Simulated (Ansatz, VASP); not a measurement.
# MnO2: VASP beside Ansatz

The input INCAR:

```
PREC = Accurate
ENCUT = 520
EDIFF = 1E-6
ISMEAR = 0
SIGMA = 0.05
LREAL = False
LASPH = True
NELM = 150
ALGO = Normal
ISIF = 2
LWAVE = False
LCHARG = False
ISPIN = 2
MAGMOM = 4 0 0
LORBIT = 11
LMAXMIX = 4
GGA = PE
NBANDS = 24
```

KPOINTS

```
Automatic mesh
0
Gamma
  12 12 12
```

Contents of POSCAR:

```
MnO2
1.0
   -1.4284348394      2.4741217171      0.0000000000
   -2.8568696788      0.0000000000      0.0000000000
   -1.4284348394      0.8247072390      4.5839315268
Mn O
1 2
Direct
    0.0000000000      0.0000000000      0.0000000000
    0.7356355100      0.7356355100      0.7930934700
    0.2643644900      0.2643644900      0.2069065300
```

Input for Ansatz:

```yaml
crystal:
  lattice:
    - [-1.4284348394, 2.4741217171, 0.0]
    - [-2.8568696788, 0.0, 0.0]
    - [-1.4284348394, 0.824707239, 4.5839315268]
  atoms:
    - { symbol: Mn, position: [0.0, 0.0, 0.0], spin: 4.0 }
    - { symbol: O, position: [0.73563551, 0.73563551, 0.79309347] }
    - { symbol: O, position: [0.26436449, 0.26436449, 0.20690653] }
magnetization:
  spin_polarized: true
basis:
  ecutwfc: 420
  fft_grid_basis: typed
kpoints:
  mp_grid: { grid: [12, 12, 12] }
hamiltonian:
  xc: pbe
scf:
  occupations: { method: gaussian, width: 0.05 }
output:
  forces: true
  stress: true
  eigenvalues: true
  bader: true
  write_density: true
  volumetric_format: npy
  populations: true
  elf: true
```

Alike in both runs: task single point; functional PBE; k mesh 12 × 12 × 12; occupations gaussian, width 0.05 eV; collinear spin.

|  | VASP | Ansatz |
| --- | --- | --- |
| version | VASP 6.6.1 | Ansatz 0.2.0 |
| potentials or method | VASP PAW PBE potentials, release 64 (Mn_pv, O), cutoff 520 eV | scalar-relativistic, plane waves, PAW |
| valence electrons in the cell | 25 | 27 |

Ansatz gave:

| Property | Result |
| --- | --- |
| gap on the k mesh at the Fermi level (eV) | 0.87 |
| pressure (GPa) | 4.9 |
| traceless stress, the component that is largest in VASP (GPa) | -0.53 |
| rms of the force components (eV/Å) | 0.102 |
| net moment per atom (μB) | 1.00 |
| size of the moment on the site where the two differ most (μB) | 2.49 |

Question: Estimate VASP's values.

Answer: gap on the k mesh at the Fermi level (eV): 0.84; pressure (GPa): 5.9; traceless stress, the component that is largest in VASP (GPa): -0.96; rms of the force components (eV/Å): 0.145; net moment per atom (μB): 1.00; size of the moment on the site where the two differ most (μB): 2.83.

Site moments also hang on the region over which each program counts them. Atom by atom the forces differ by 0.043 eV/Å (rms over components). The functional is the same, so the differences come from potentials, cutoffs and numerics. VASP's potentials hold 25 valence electrons a cell and Ansatz's 27, so a difference there can come from the potentials and not from the codes.
